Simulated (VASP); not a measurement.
InSb3:

```xyz
4
Lattice="0.0000 3.8690 3.8690 3.8690 0.0000 3.8690 3.8690 3.8690 0.0000" Properties=species:S:1:pos:R:3 pbc="T T T"
Sb    3.8690    3.8690    3.8690
Sb    5.8035    5.8035    5.8035
Sb    1.9345    1.9345    1.9345
In    0.0000    0.0000    0.0000
```

This cell differs from its parent crystal: volume scaled by 1.06.

Base run:

| Item | Value |
| --- | --- |
| Program | VASP 6.6.1 |
| Functional | PBEsol |
| Potentials or basis | VASP PAW PBE potentials, release 64 (Sb, In_d) |
| Cutoff | 520 eV |
| k mesh | 6 × 6 × 6 |
| Occupations | fermi-dirac, width 0.05 eV |
| Spin | no spin polarisation |

Its results: band gap on the k mesh zero (band 14 reaches 8.12 eV, above the bottom of band 15 at 4.91 eV); pressure -5.4 GPa.

Problem. After a change of settings the same cell gave: band gap on the k mesh zero (band 14 reaches 8.27 eV, above the bottom of band 15 at 5.07 eV); pressure -2.8 GPa. Which change was it?
A. functional from PBEsol to r2SCAN
B. functional from PBEsol to LDA; potentials or basis from VASP PAW PBE potentials, release 64 (Sb, In_d) to VASP PAW LDA potentials, release 64 (Sb, In_d)
C. functional from PBEsol to PBE

Solution. C.

PBE binds less tightly than PBEsol, so the same cell stands under more pressure.

Caveats: spin-orbit coupling is left out, which moves the levels of the heavy elements; the PAW data sets were made with another functional, which shifts forces and pressure a little (some runs).
